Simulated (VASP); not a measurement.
Here is a VASP 6.6.1 calculation.

INCAR

```
SYSTEM = Ga3Se
PREC = Accurate
ENCUT = 520
EDIFF = 1E-7
ISMEAR = 0
SIGMA = 0.1
LREAL = .False.
LASPH = .True.
NELM = 60
ALGO = Normal
ISIF = 2
LWAVE = .False.
LCHARG = .False.
GGA = PE
NBANDS = 55
```

The input KPOINTS:

```
Automatic mesh
0
Gamma
  3 3 4
  0 0 0
```

Contents of POSCAR:

```
Ga3Se
1.0
    5.7810197700      0.0000000000      0.0000000000
   -2.8905098800      5.0065099800      0.0000000000
    0.0000000000      0.0000000000      5.9802613500
Ga Se
6 2
Direct
    0.6430399900      0.6430399900      0.7780709900
    0.3569600100      0.3569600100      0.2219290100
    0.0000000000      0.3569600100      0.7780709900
    0.3569600100      0.0000000000      0.7780709900
    0.6430399900      0.0000000000      0.2219290100
    0.0000000000      0.6430399900      0.2219290100
    0.6666666700      0.3333333300      0.0000000000
    0.3333333300      0.6666666700      0.0000000000
```

Potentials or basis: VASP PAW PBE potentials, release 64 (Ga_d, Se).

The run is started by

```sh
$ cat potpaw_PBE.64/Ga_d/POTCAR potpaw_PBE.64/Se/POTCAR > POTCAR
$ mpirun -np 1 vasp_std > vasp.out
```

Question: What does it give for the largest force?

Answer: 5.320 eV/Å.

Question: Estimate the pressure.

Answer: 28.8 GPa.

Question: What does it give for the band gap on the k mesh?

Answer: Zero (bands 45 and 46 overlap by 0.13 eV).

Stress tensor (GPa, compression positive):
```
28.18  0.00  0.00
 0.00 28.18  0.00
 0.00  0.00 30.08
```

Caveat: the k points lie up to 0.42 Å⁻¹ apart; forces of over 1 eV/Å act on the atoms, so gaps and moduli don't describe the material at rest.
